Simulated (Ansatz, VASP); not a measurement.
**HgTe: VASP beside Ansatz**

The input INCAR:

```
PREC     = Accurate       # precision mode
ENCUT    = 520            # plane-wave cutoff, eV
EDIFF    = 1E-7           # SCF threshold, eV
ISMEAR   = 0              # smearing method
SIGMA    = 0.15           # smearing width, eV
LREAL    = F              # projectors in reciprocal space
LASPH    = T              # aspherical terms in the spheres
NELM     = 80             # most SCF steps
ALGO     = Normal         # electronic algorithm
ISIF     = 2              # what is computed and relaxed
LWAVE    = F              # write WAVECAR
LCHARG   = F              # write CHGCAR
GGA      = PS             # functional
NBANDS   = 26             # bands
```

The input KPOINTS:

```
regular mesh
0
Gamma
  12 12 8
```

The input POSCAR:

```
HgTe
1.0
    2.9995453784     -3.0001352822      0.0000000000
    2.9995453784      3.0001352822      0.0000000000
    0.0000000000      0.0000000000      6.0086701413
Hg Te
2 2
Direct
    0.2664841500      0.7335158500      0.7500000000
    0.7335158500      0.2664841500      0.2500000000
    0.7622027845      0.2377972155      0.7500000000
    0.2377972155      0.7622027845      0.2500000000
```

Input for Ansatz:

```yaml
crystal:
  lattice:
    - [2.9995453784, -3.0001352822, 0.0]
    - [2.9995453784, 3.0001352822, 0.0]
    - [0.0, 0.0, 6.0086701413]
  atoms:
    - { symbol: Hg, position: [0.26648415, 0.73351585, 0.75] }
    - { symbol: Hg, position: [0.73351585, 0.26648415, 0.25] }
    - { symbol: Te, position: [0.7622027845, 0.2377972155, 0.75] }
    - { symbol: Te, position: [0.2377972155, 0.7622027845, 0.25] }
basis:
  ecutwfc: 420
kpoints:
  mp_grid: { grid: [12, 12, 8] }
hamiltonian:
  xc: pbesol
scf:
  occupations: { method: gaussian, width: 0.15 }
output:
  forces: true
  stress: true
  eigenvalues: true
```

Change from the starting cell: mode 4 (27.1 1/cm) frozen in, largest displacement -0.100 Å.

Alike in both runs: task single point; functional PBEsol; k mesh 12 × 12 × 8; occupations gaussian, width 0.15 eV; no spin polarisation.

|  | VASP | Ansatz |
| --- | --- | --- |
| version | VASP 6.6.1 | Ansatz 0.2.0 |
| potentials or method | VASP PAW PBE potentials, release 64 (Hg, Te), cutoff 520 eV | scalar-relativistic, plane waves, PAW |
| valence electrons in the cell | 36 | 72 |

Ansatz gave:

- gap on the k mesh at the Fermi level (eV): none
- pressure (GPa): 0.0
- traceless stress, the component that is largest in VASP (GPa): -0.14
- rms of the force components (eV/Å): 0.025

Q: Which values does VASP return?

A: gap on the k mesh at the Fermi level (eV): none; pressure (GPa): 0.2; traceless stress, the component that is largest in VASP (GPa): -0.14; rms of the force components (eV/Å): 0.024.

VASP's potentials were made for PBE, not for PBEsol. Atom by atom the forces differ by 0.002 eV/Å (rms over components). A gap of «none» marks a metal or a gap that the smearing closes. VASP's potentials hold 36 valence electrons a cell and Ansatz's 72, so a difference there can come from the potentials and not from the codes.

Neither program's run includes spin-orbit coupling.
